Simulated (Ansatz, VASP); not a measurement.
**SnTe in VASP and in Ansatz**

INCAR

```
SYSTEM = SnTe
PREC = Accurate ; ENCUT = 520
EDIFF = 1E-6 ; ISMEAR = -1
SIGMA = 0.05 ; LREAL = .FALSE.
LASPH = .TRUE. ; NELM = 150
ALGO = Normal ; ISIF = 2
LWAVE = .FALSE. ; LCHARG = .FALSE.
MAGMOM = 0 0 0 0 0 0 ; LORBIT = 11
LSORBIT = .TRUE. ; GGA_COMPAT = .FALSE.
LORBMOM = .TRUE. ; GGA = PS
NBANDS = 32
```

File KPOINTS:

```
regular mesh
0
G
  5 5 5
  0 0 0
```

The input POSCAR:

```
SnTe
1.0
    3.9047000000      0.0000000000      0.0000000000
    0.0000000000      3.9047000000      0.0000000000
    0.0000000000      0.0000000000      3.9047000000
Te Sn
1 1
Direct
    0.5000000000      0.5000000000      0.5000000000
    0.0000000000      0.0000000000      0.0000000000
```

The input input.yaml:

```yaml
crystal:
  lattice:
    - [3.9047, 0.0, 0.0]
    - [0.0, 3.9047, 0.0]
    - [0.0, 0.0, 3.9047]
  atoms:
    - { symbol: Te, position: [0.5, 0.5, 0.5] }
    - { symbol: Sn, position: [0.0, 0.0, 0.0] }
hamiltonian:
  xc: pbesol
  pseudopotentials: { kind: paw_fr }
magnetization:
  noncollinear: true
  spin_orbit: true
kpoints:
  mp_grid: { grid: [5, 5, 5] }
  band_path:
    path:
      - [[0.0, 0.0, 0.0], [0.0, 0.5, 0.0], [0.5, 0.5, 0.0], [0.0, 0.0, 0.0], [0.5, 0.5, 0.5], [0.0, 0.5, 0.0]]
      - [[0.5, 0.5, 0.0], [0.5, 0.5, 0.5]]
    npoints: 14
scf:
  occupations: { method: fermi_dirac, width: 0.05 }
  n_extra_bands: 6
output:
  forces: true
  stress: true
  eigenvalues: true
  fatbands: true
```

Alike in both runs: functional PBEsol; k mesh 5 × 5 × 5; occupations fermi-dirac, width 0.05 eV; non-collinear spin, spin-orbit coupling.

|  | VASP | Ansatz |
| --- | --- | --- |
| version | VASP 6.6.1 | Ansatz 0.2.0 |
| potentials or method | VASP PAW PBE potentials, release 64 (Te, Sn_d) | Ansatz PAW |
| plane-wave cutoff (eV) | 520 | 420 |
| valence electrons in the cell | 20 | 30 |
| task | single point | band structure |

|  | VASP | Ansatz | Ansatz less VASP |
| --- | --- | --- | --- |
| pressure (GPa) | -3.1 | -3.1 | 0.00 |
| net moment per atom (μB) | 0.00 | 0.00 | 0.000 |

VASP's potentials were made for PBE, not for PBEsol. VASP's potentials hold 20 valence electrons a cell and Ansatz's 30, so a difference there can come from the potentials and not from the codes.
